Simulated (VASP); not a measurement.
Wanted: the native input for a VASP 6.6.1 run.

* Task: single point
* Functional: PBE
* Potentials or basis: VASP PAW PBE potentials, release 64 (K_sv, Br)
* Cutoff: 520 eV
* k mesh: 6 × 6 × 6
* Occupations: gaussian, width 0.02 eV
* Spin: no spin polarisation
* Dipole correction: no
* Further INCAR settings: ALGO = Normal; EDIFF = 1e-06; NBANDS = 15

The structure of KBr lies in POSCAR:

```
KBr
1.0
    4.0382600546      0.0000000000      0.0000000000
    0.0000000000      4.0382600546      0.0000000000
    0.0000000000      0.0000000000      4.0397343728
K Br
1 1
Direct
    0.5000000000      0.5000000000      0.5000000000
    0.0000000000      0.0000000000      0.0000000000
```

The cell was built from a structure type or drawn by symmetry, and may not be a known phase.

One way to write it, as run:

INCAR

```
SYSTEM = KBr
ALGO     = Normal         ! electronic algorithm
EDIFF    = 1E-6           ! SCF threshold, eV
ENCUT    = 520            ! plane-wave cutoff, eV
GGA      = PE             ! functional
ISIF     = 2              ! what is computed and relaxed
ISMEAR   = 0              ! smearing method
LASPH    = .TRUE.         ! aspherical terms in the spheres
LCHARG   = .FALSE.        ! write CHGCAR
LREAL    = .FALSE.        ! projectors in reciprocal space
LWAVE    = .FALSE.        ! write WAVECAR
NBANDS   = 15             ! bands
NELM     = 100            ! most SCF steps
PREC     = Accurate       ! precision mode
SIGMA    = 0.02           ! smearing width, eV
```

KPOINTS

```
k-points
0
G
  6 6 6
  0 0 0
```

Potentials or basis: VASP PAW PBE potentials, release 64 (K_sv, Br).

Run with:

```console
$ cat potpaw_PBE.64/K_sv/POTCAR potpaw_PBE.64/Br/POTCAR > POTCAR
$ mpirun -np 1 vasp_std > vasp.out
```

Results of the run:

```
Pressure               : 0.0 GPa
Band gap on the k mesh : 3.87 eV (least direct gap 4.13 eV)
```

Wall time 12 s on 1 thread of Intel(R) Xeon(R) 6975P-C (Granite Rapids), with other jobs on the host, peak memory 0.18 GiB.
